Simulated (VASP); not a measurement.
Runs of VASP 6.6.1 on ZnMo3. The structure is that of space group Pm-3m (No. 221), or close to it. The cells are those of the table. 

```tsv
cell	gap on the mesh (eV)	pressure (GPa)
a = 4.070 Å, 4 atoms	none	-17.3
a = 4.008 Å, 4 atoms	none	-10.3
a = 3.876 Å, 4 atoms	none	11.1
a = 3.842 Å, 4 atoms	none	18.4
a = 3.943 Å, 4 atoms	none	-1.1
a = 3.910 Å, 4 atoms	none	(a)
a = 4.039 Å, 4 atoms	none	(c)
a = 3.976 Å, 4 atoms	none	(b)
```

Alike in all rows: task single point; level PBE; potentials or basis VASP PAW PBE potentials, release 64 (Zn, Mo_sv); no spin polarisation; k mesh 6 × 6 × 6; cutoff (eV) 520; smearing methfessel-paxton 0.1 eV.

Problem. Estimate the missing entries.

Solution. (a) 4.6; (b) -6.0; (c) -14.1.

A k mesh can miss the band edges, and the runs leave out spin-orbit coupling on Mo.

A gap of «none» marks levels without a gap at the run's occupations.
